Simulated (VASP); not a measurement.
A run of VASP 6.6.1 is set up as follows.

POSCAR

```
Al15GeO24
1.0
    2.4039417622      1.3879164235      4.3742070937
   -4.8078835245      2.7758328471      8.7484141875
    0.0000000000     -5.5516656942      8.7484141875
Al Ge O
15 1 24
Direct
    0.6642420704      0.3258371144      0.3270960974
    0.1481109002      0.0769356243      0.0736836350
    0.3504069634      0.1761968889      0.1756468213
    0.6439130521      0.3204352318      0.8312362648
    0.8439547239      0.4289498732      0.9287742934
    0.1576169330      0.0690457340      0.5750556953
    0.3636606809      0.1708034388      0.6765562912
    0.6408046783      0.8308814162      0.3222297257
    0.8565590629      0.9260181902      0.4252089435
    0.1417703164      0.5758062142      0.0746601212
    0.3429185572      0.6818304271      0.1725741473
    0.6486229088      0.8228889513      0.8239322313
    0.8532653431      0.9256817351      0.9260851839
    0.1435703373      0.5711626465      0.5746170103
    0.3445904360      0.6732801971      0.6813449562
    0.8823328495      0.4344143846      0.4380580694
    0.4468237480      0.0259135131      0.3738427119
    0.9505451238      0.1235952994      0.2779881953
    0.0615274872      0.3762023932      0.2067964209
    0.7480160252      0.2220954908      0.0289685180
    0.3148764512      0.2459806350      0.4765222823
    0.5475423477      0.4722356827      0.1279192035
    0.4447237273      0.0285279584      0.8754890272
    0.9458395879      0.1237404616      0.7790181367
    0.0482696753      0.3729926546      0.7216966746
    0.7649510908      0.2064324842      0.5333841314
    0.2441945209      0.2772044563      0.9723193183
    0.4958259061      0.4716797132      0.6576642183
    0.3999910973      0.5292626929      0.3767423604
    0.9381569578      0.6634261575      0.2428378428
    0.0599763407      0.8805629642      0.2210559479
    0.7452157431      0.7241603036      0.0258655956
    0.2516383906      0.7746830570      0.4721823083
    0.5558510514      0.9784441706      0.1210129556
    0.4411185137      0.5293138882      0.8788878102
    0.9263897640      0.6273165468      0.7819805012
    0.0561663187      0.8727754038      0.7225483566
    0.7456498169      0.7189055581      0.5272637166
    0.2558402154      0.7844677429      0.9615866802
    0.5642857717      0.9582107690      0.6289401039
```

File INCAR.step1:

```
SYSTEM = Al15GeO24
PREC = Accurate ; ENCUT = 520
ISMEAR = -1 ; SIGMA = 0.01
LREAL = Auto ; LASPH = .TRUE.
NELM = 100 ; NBANDS = 128
NELECT = 204.0 ; GGA = PE
ALGO = Normal ; EDIFF = 1E-4
LWAVE = .TRUE. ; LCHARG = .FALSE.
```

INCAR.step2

```
SYSTEM = Al15GeO24
PREC = Accurate ; ENCUT = 520
EDIFF = 1E-7 ; ISMEAR = -1
SIGMA = 0.01 ; LREAL = Auto
LASPH = .TRUE. ; NELM = 100
ALGO = Normal ; ISIF = 2
LWAVE = .FALSE. ; LCHARG = .TRUE.
METAGGA = R2SCAN ; LMIXTAU = .TRUE.
LELF = .TRUE. ; LVHAR = .TRUE.
NBANDS = 128 ; NELECT = 204.0
ISTART = 1
```

KPOINTS

```
Automatic mesh
0
Gamma
  1 1 1
  0.25 0.25 0.25
```

Potentials or basis: VASP PAW PBE potentials, release 64 (Al, Ge_d, O).

The run is started by

```sh
$ cat potpaw_PBE.64/Al/POTCAR potpaw_PBE.64/Ge_d/POTCAR potpaw_PBE.64/O/POTCAR > POTCAR
$ cp INCAR.step1 INCAR
$ mpirun -np 1 vasp_std > vasp.out
$ cp INCAR.step2 INCAR
$ mpirun -np 1 vasp_std > vasp.out
```

Task: Predict the largest force.

Result: 0.148 eV/Å.

Forces on the atoms (eV/Å):
```
Al   0.003 -0.023 -0.008
Al  -0.002  0.000  0.052
Al  -0.009  0.003 -0.045
Al  -0.030  0.016  0.017
Al  -0.010 -0.010 -0.047
Al   0.007  0.026  0.052
Al  -0.010  0.035 -0.062
Al   0.035  0.027  0.005
Al   0.002  0.010 -0.045
Al  -0.022 -0.015  0.056
Al  -0.022 -0.033 -0.069
Al   0.007 -0.012 -0.005
Al   0.001  0.004 -0.030
Al   0.019 -0.005  0.039
Al   0.028 -0.011 -0.064
Ge   0.076 -0.061  0.027
O    0.051 -0.009 -0.013
O    0.042  0.036  0.008
O    0.028  0.001 -0.056
O   -0.022  0.029 -0.019
O   -0.008 -0.081  0.047
O   -0.032  0.044 -0.006
O    0.031  0.013 -0.007
O    0.019  0.017 -0.007
O   -0.016 -0.020  0.002
O    0.006 -0.026 -0.031
O    0.021 -0.041  0.008
O   -0.059 -0.021  0.067
O   -0.029  0.023 -0.036
O    0.020  0.111  0.096
O   -0.021 -0.008  0.008
O   -0.025  0.037 -0.008
O   -0.020 -0.017 -0.004
O   -0.044 -0.010  0.002
O    0.016 -0.012  0.016
O    0.000 -0.007  0.018
O   -0.004 -0.025 -0.005
O   -0.017  0.013  0.007
O    0.008 -0.005  0.017
O   -0.015  0.005  0.024
```

Caveat: the k points lie up to 1.22 Å⁻¹ apart, too coarse for converged energies, forces and pressures; the cell carries a net charge on a neutralising background, which shifts energy and pressure; the PAW data sets were made with another functional, which shifts forces and pressure a little.
